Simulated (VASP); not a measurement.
Zn, 1 atom in the cell. Symmetry: Fm-3m, No. 225, cubic system. The conventional cell has a = 6.344 Å, b = 6.344 Å, c = 6.344 Å, α = 90.00°, β = 90.00°, γ = 90.00°. Within 5.9 Å of Zn (site symmetry m-3m) lie 12 Zn at 4.49 Å. 

```yaml
Program: VASP 6.6.1
Task: single point
Functional: PBEsol
Potentials_or_basis: VASP PAW PBE potentials, release 64 (Zn)
Cutoff: 520 eV
k_mesh: 6 × 6 × 6
Occupations: fermi-dirac, width 0.1 eV
Spin: no spin polarisation
Dipole_correction: no
Further_INCAR_settings: ALGO = Normal; EDIFF = 1e-07; NBANDS = 12
```

Potentials or basis: VASP PAW PBE potentials, release 64 (Zn).

Launch:

```console
$ cat potpaw_PBE.64/Zn/POTCAR > POTCAR
$ mpirun -np 1 vasp_std > vasp.out
```

Hardware: 1 thread of AMD EPYC 7R13 (shared host).

Task: How long does it take, and how much memory?

Result: Wall time 33 s on 1 thread of AMD EPYC 7R13 (shared host), peak memory 0.16 GiB. Counts: scf iterations 11, k points 16.
